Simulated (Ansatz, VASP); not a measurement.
**MnFe2F2: VASP beside Ansatz**

```
CELL_PARAMETERS angstrom
-1.80321 1.80321 5.07330
1.80321 -1.80321 5.07330
1.80321 1.80321 -5.07330
ATOMIC_POSITIONS crystal
Mn 0.00000 0.00000 0.00000
Fe 0.25000 0.75000 0.50000
Fe 0.75000 0.25000 0.50000
F 0.61680 0.61680 0.00000
F 0.38320 0.38320 0.00000
```

Alike in both runs: functional PBE; k mesh 8 × 8 × 8; occupations gaussian, width 0.1 eV; collinear spin.

Ansatz relaxed the structure, and its values are those at the end. VASP's run is a single point on that final structure, the one shown.

|  | VASP | Ansatz |
| --- | --- | --- |
| version | VASP 6.6.1 | Ansatz 0.2.0 |
| potentials or method | VASP PAW PBE potentials, release 64 (Mn_pv, Fe, F), cutoff 520 eV | scalar-relativistic, plane waves, PAW |
| valence electrons in the cell | 43 | 61 |

|  | VASP | Ansatz | Ansatz less VASP |
| --- | --- | --- | --- |
| gap on the k mesh at the Fermi level (eV) | none | none | - |
| pressure (GPa) | -0.2 | 0.0 | +0.18 |
| net moment per atom (μB) | 2.16 | 2.16 | +0.003 |
| size of the moment on the site where the two differ most (μB) | 3.03 | 2.95 | -0.082 |

Site moments also hang on the region over which each program counts them. A gap of «none» marks a metal or a gap that the smearing closes. With one functional, cell and mesh, what is left measures potentials, basis and numerics. VASP's potentials hold 43 valence electrons a cell and Ansatz's 61, so a difference there can come from the potentials and not from the codes.
